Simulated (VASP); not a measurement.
# Hf (P6_3/mmc) in VASP: a series of runs

The runs below take Hf through electric field gradients, with PBE.

Everything below comes from runs of VASP 6.6.1. Logs are shortened: lines on timing, memory, paths and dates and some standing lists are left out, and cuts for length are marked.

**1. The cell of the first run**

Symmetry: P6_3/mmc, No. 194, hexagonal system. Conventional cell: a = 3.197 Å, b = 3.197 Å, c = 5.210 Å, α = 90.00°, β = 90.00°, γ = 120.00°. Within 4.2 Å of Hf (site symmetry -6m2) lie 12 Hf at 3.19 to 3.20 Å.

**2. Electric field gradients, PBE (zz strain of +3 %)**

The input, INCAR:

```
PREC     = Accurate       # precision mode
ENCUT    = 400            # plane-wave cutoff, eV
EDIFF    = 1E-8           # SCF threshold, eV
ISMEAR   = -1             # smearing method
SIGMA    = 0.05           # smearing width, eV
LREAL    = False          # projectors in reciprocal space
LASPH    = True           # aspherical terms in the spheres
NELM     = 120            # most SCF steps
ALGO     = Normal         # electronic algorithm
ISIF     = 2              # what is computed and relaxed
LWAVE    = False          # write WAVECAR
LCHARG   = False          # write CHGCAR
GGA      = PE             # functional
LEFG     = True         
NBANDS   = 17             # bands
GGA_COMPAT= False
```

The input, KPOINTS:

```
Automatic mesh
0
Gamma
  13 13 7
```

The input, POSCAR:

```
Hf
1.0
    3.1966985242      0.0000000000      0.0000000000
   -1.5983492621      2.7684221302      0.0000000000
    0.0000000000      0.0000000000      5.2095340000
Hf
2
Direct
    0.3333333333      0.6666666667      0.2500000000
    0.6666666667      0.3333333333      0.7500000000
```

Potentials or basis: VASP PAW PBE potentials, release 64 (Hf_pv).

Command:

```sh
cat potpaw_PBE.64/Hf_pv/POTCAR > POTCAR
mpirun -np 1 vasp_std > vasp.out
```

OUTCAR:

```text
PREC = Accurate
   ENCUT = 400
   EDIFF = 1E-8
   ISMEAR = -1
   LREAL = False
   LASPH = True
   NELM = 120
   ISIF = 2
   GGA = PE

 ion  position               nearest neighbor table
   1  0.333  0.667  0.250-   2 3.19   2 3.19   2 3.19   2 3.19   2 3.19   2 3.19
   2  0.667  0.333  0.750-   1 3.19   1 3.19   1 3.19   1 3.19   1 3.19   1 3.19

  LATTYP: Found a hexagonal cell.
 ALAT       =     3.1966985242
 C/A-ratio  =     1.6296607142

  Lattice vectors:

 A1 = (   3.1966985242,   0.0000000000,   0.0000000000)
 A2 = (  -1.5983492621,   2.7684221302,   0.0000000000)
 A3 = (   0.0000000000,   0.0000000000,   5.2095340000)

Analysis of symmetry for initial positions (statically):
=====================================================================
 Subroutine PRICEL returns:
 Original cell was already a primitive cell.

 Routine SETGRP: Setting up the symmetry group for a
 hexagonal supercell.

 Subroutine GETGRP returns: Found 24 space group operations
 (whereof 12 operations were pure point group operations)
 out of a pool of 24 trial point group operations.

The static configuration has the point symmetry D_3d.
 The point group associated with its full space group is D_6h.

Analysis of symmetry for dynamics (positions and initial velocities):
=====================================================================
 Subroutine PRICEL returns:
 Original cell was already a primitive cell.

 Routine SETGRP: Setting up the symmetry group for a
 hexagonal supercell.

 Subroutine GETGRP returns: Found 24 space group operations
 (whereof 12 operations were pure point group operations)
 out of a pool of 24 trial point group operations.

The dynamic configuration has the point symmetry D_3d.
 The point group associated with its full space group is D_6h.

 Subroutine INISYM returns: Found 24 space group operations
 (whereof 12 operations are pure point group operations),
 and found     1 'primitive' translations

----------------------------------------------------------------------------------------

                                     Primitive cell

  volume of cell :      46.1034

  direct lattice vectors                    reciprocal lattice vectors
     3.196698524  0.000000000  0.000000000     0.312822743  0.180608295  0.000000000
    -1.598349262  2.768422130  0.000000000     0.000000000  0.361216589  0.000000000
     0.000000000  0.000000000  5.209534000     0.000000000  0.000000000  0.191955749

  length of vectors
     3.196698524  3.196698524  5.209534000     0.361216589  0.361216589  0.191955749

  position of ions in fractional coordinates (direct lattice)
     0.333333333  0.666666667  0.250000000
     0.666666667  0.333333333  0.750000000

  ion indices of the primitive-cell ions
   primitive index   ion index
                 1           1
                 2           2

----------------------------------------------------------------------------------------

 KPOINTS: Automatic mesh

Automatic generation of k-mesh.
 Grid dimensions read from file:
 generate k-points for:   13   13    7

 Generating k-lattice:

  Cartesian coordinates                     Fractional coordinates (reciprocal lattice)
     0.024063288  0.013892946  0.000000000     0.076923077 -0.000000000  0.000000000
     0.000000000  0.027785891  0.000000000     0.000000000  0.076923077  0.000000000
     0.000000000  0.000000000  0.027422250     0.000000000  0.000000000  0.142857143

  Length of vectors
     0.027785891  0.027785891  0.027422250

  Shift w.r.t. Gamma in fractional coordinates (k-lattice)
     0.000000000  0.000000000  0.000000000

 Subroutine IBZKPT returns following result:
 ===========================================

 Found     84 irreducible k-points:

 Following reciprocal coordinates:
            Coordinates               Weight
  0.000000  0.000000  0.000000      1.000000
  0.076923 -0.000000  0.000000      6.000000
  0.153846  0.000000  0.000000      6.000000
  0.230769  0.000000  0.000000      6.000000
  0.307692  0.000000  0.000000      6.000000
  0.384615  0.000000  0.000000      6.000000
[... 16 lines left out ...]
  0.076923 -0.000000  0.142857     12.000000
  0.153846  0.000000  0.142857     12.000000
 [... further k-points ...]
   k-points           NKPTS =     84   k-points in BZ     NKDIM =     84   number of bands    NBANDS=     17
   number of dos      NEDOS =    301   number of ions     NIONS =      2
   total plane-waves  NPLWV =  20736
   dimension x,y,z NGX =    24 NGY =   24 NGZ =   36
   dimension x,y,z NGXF=    48 NGYF=   48 NGZF=   72
   ions per type =               2
   NGX,Y,Z   is equivalent  to a cutoff of  12.48, 12.48, 11.49 a.u.
   NGXF,Y,Z  is equivalent  to a cutoff of  24.96, 24.96, 22.98 a.u.
 SYSTEM =  unknown system
   PREC   = accura    normal or accurate (medium, high low for compatibility)
   ISTART =      0    job   : 0-new  1-cont  2-samecut
   ICHARG =      2    charge: 1-file 2-atom 10-const
   ISPIN  =      1    spin polarized calculation?
   LNONCOLLINEAR =      F non collinear calculations
   LSORBIT =      F    spin-orbit coupling
   LASPH  =      T    aspherical Exc in radial PAW
   ENCUT  =  400.0 eV  29.40 Ry    5.42 a.u.   5.21  5.21  8.50*2*pi/ulx,y,z
   NELM   =    120;   NELMIN=  2; NELMDL= -5     # of ELM steps
   EDIFF  = 0.1E-07   stopping-criterion for ELM
   LREAL  =      F    real-space projection
   EDIFFG = 0.1E-06   stopping-criterion for IOM
   NSW    =      0    number of steps for IOM
   IBRION =     -1    ionic relax: 0-MD 1-quasi-New 2-CG
   NFREE  =      0    steps in history (QN), initial steepest desc. (CG)
   ISIF   =      2    stress and relaxation
   ISYM   =      2    0-nonsym 1-usesym 2-fastsym
   POTIM  = 0.5000    time-step for ionic-motion
   TEBEG  =    0.0;   TEEND  =   0.0 temperature during run
   PSTRESS=    0.0 pullay stress
   NELECT =      20.0000    total number of electrons
   NUPDOWN=      -1.0000    fix difference up-down
   EMIN   =  10.00;   EMAX   =-10.00  energy-range for DOS
   EFERMI =   0.00;   METHOD = LEGACY
   ISMEAR =    -1;   SIGMA  =   0.05  broadening in eV -4-tet -1-fermi 0-gaus
   EFERMI_NEDOS =   21; number of points for ismear=-14 and -15
   IALGO  =     38    algorithm
   IMIX   =      4    mixing-type and parameters
     AMIX     =   0.40;   BMIX     =  1.00
     AMIX_MAG =   1.60;   BMIX_MAG =  1.00
  volume/ion in A,a.u.               =      23.05       155.56
  Fermi-wavevector in a.u.,A,eV,Ry     =   1.239293  2.341924 20.896457  1.535846
  Thomas-Fermi vector in A             =   2.373782
   LORBIT       =      0    0 simple, 1 ext, 2 COOP (PROOUT), +10 PAW based schemes
   GGA     = PE    functional components
   LHFCALC =     F    Hartree Fock is set to
   AEXX    =    0.0000 exact exchange contribution
   IVDW    =     0    specifies the selected vdW correction
   LEPSILON=     F    determine dielectric tensor
   LRPA    =     F    only Hartree local field effects (RPA)
 non-spin polarized calculation
  energy-cutoff  :      400.00
  volume of cell :       46.10
 maximum number of plane-waves:       852
 NGX is ok and might be reduce to    24
   NGX = 11   NGY = 11   NGZ = 17

 number of electron      20.0000007 magnetization

 Free energy of the ion-electron system (eV)
  ---------------------------------------------------
  ext. energy  EPLUGINS =         0.00000000
  ---------------------------------------------------
  free energy    TOTEN  =       -19.83234759 eV

  energy without entropy =      -19.81814870  energy(sigma->0) =      -19.82524814

 E-fermi :   4.7001     XC(G=0): -11.1479

 val. band max:        4.6921089292   @ k =   0.3077   0.2308   0.4286
 cond. band min:       4.7058065086   @ k =   0.3846   0.2308   0.2857
 fundamental gap:      0.0136975794
 Fermi energy:         4.7001225178

 k-point     1 :       0.0000    0.0000    0.0000
  band No.  band energies     occupation
      1     -26.3548      2.00000
      2     -25.6808      2.00000
      3     -25.6808      2.00000
      4     -25.6218      2.00000
      5     -25.5818      2.00000
      6     -25.5818      2.00000
[... 9 lines left out ...]
     16       7.5136      0.00000
     17       9.9304      0.00000

 k-point     2 :       0.0769   -0.0000    0.0000
  band No.  band energies     occupation
      1     -26.3411      2.00000
      2     -25.7132      2.00000
      3     -25.6910      2.00000
      4     -25.6270      2.00000
      5     -25.6156      2.00000
      6     -25.5867      2.00000
[... 9 lines left out ...]
     16       7.3464      0.00000
     17      10.0514      0.00000
[... 421 lines left out ...]
 k-point    24 :       0.1538    0.0000    0.1429
  band No.  band energies     occupation
      1     -26.2742      2.00000
      2     -25.7956      2.00000
      3     -25.7407      2.00000
      4     -25.7130      2.00000
      5     -25.6477      2.00000
      6     -25.6069      2.00000
[... 9 lines left out ...]
     16       7.4828      0.00000
     17      10.2662      0.00000

 [... further k-points ...]
[... 5 lines left out ...]
  --------------------------------------------------------------------------------------
  -------------------------------------------------------------------------------------
  Total       -0.4577152     -0.4577152     -1.5391194     -0.0000000     -0.0000000      0.0000000
  in kB      -15.9064426    -15.9064426    -53.4872212     -0.0000000     -0.0000000      0.0000000
  external PRESSURE =     -28.4333688 kB  Pullay stress =       0.0000000 kB

 VOLUME and BASIS-vectors are now :
 -----------------------------------------------------------------------------
  energy-cutoff  :      400.00
  volume of cell :       46.10
      direct lattice vectors                 reciprocal lattice vectors
     3.196698524  0.000000000  0.000000000     0.312822743  0.180608295  0.000000000
    -1.598349262  2.768422130  0.000000000     0.000000000  0.361216589  0.000000000
     0.000000000  0.000000000  5.209534000     0.000000000  0.000000000  0.191955749

 POSITION                                       TOTAL-FORCE (eV/Angst)
 -----------------------------------------------------------------------------------
     -0.00000      1.84561      1.30238        -0.000000     -0.000000      0.000000
      1.59835      0.92281      3.90715         0.000000      0.000000      0.000000
 -----------------------------------------------------------------------------------
    total drift:                               -0.000000      0.000000     -0.000000

  FREE ENERGIE OF THE ION-ELECTRON SYSTEM (eV)
  ---------------------------------------------------
  free  energy   TOTEN  =       -19.8323475858 eV

  energy  without entropy=      -19.8181486961  energy(sigma->0) =      -19.82524814

 Electric field gradients (V/A^2)
---------------------------------------------------------------------
 ion       V_xx      V_yy      V_zz      V_xy      V_xz      V_yz
---------------------------------------------------------------------
   1     -23.654   -23.654    47.308     0.000     0.000    -0.000
   2     -23.654   -23.654    47.308     0.000    -0.000     0.000
---------------------------------------------------------------------

 Electric field gradients after diagonalization (V/A^2)
 (convention: |V_zz| > |V_xx| > |V_yy|)
----------------------------------------------------------------------
 ion       V_xx      V_yy      V_zz     asymmetry (V_yy - V_xx)/ V_zz
----------------------------------------------------------------------
   1     -23.654   -23.653    47.308       0.000
   2     -23.654   -23.653    47.308       0.000
----------------------------------------------------------------------

           NMR quadrupolar parameters

 Cq : quadrupolar parameter    Cq=e*Q*V_zz/h
 eta: asymmetry parameters     (V_yy - V_xx)/ V_zz
 Q  : nuclear electric quadrupole moment in mb (millibarn)
----------------------------------------------------------------------
 ion       Cq(MHz)       eta       Q (mb)
----------------------------------------------------------------------
   1       0.114       0.000       1.000
   2       0.114       0.000       1.000
----------------------------------------------------------------------
```

It took 58 s on 1 thread of Intel Xeon 8259CL, shared host; peak memory 0.18 GiB.

What came out:

```
Free energy                             : -19.8323 eV
Pressure                                : -2.8 GPa
Band gap on the k mesh                  : zero (bands 10 and 11 overlap by 1.54 eV)
Largest electric field gradient by atom : Hf +47.3 V/Å²
```

Electric field gradients, principal values (V/Å²):
| atom | least | middle | greatest (by size) |
| --- | --- | --- | --- |
| 1 Hf | -23.653 | -23.654 | 47.308 |
| 2 Hf | -23.653 | -23.654 | 47.308 |

Caveat: the cell differs from its parent crystal (zz strain of +3 %); without QUAD_EFG the Cq values of the log hold for a quadrupole moment of 1 mb, not for the nuclei; spin-orbit coupling is left out, which moves the levels of the heavy elements.

(Part 1 of 3 ends here.)

The gap in the log of VASP goes by the Fermi energy; the results here count the filled bands.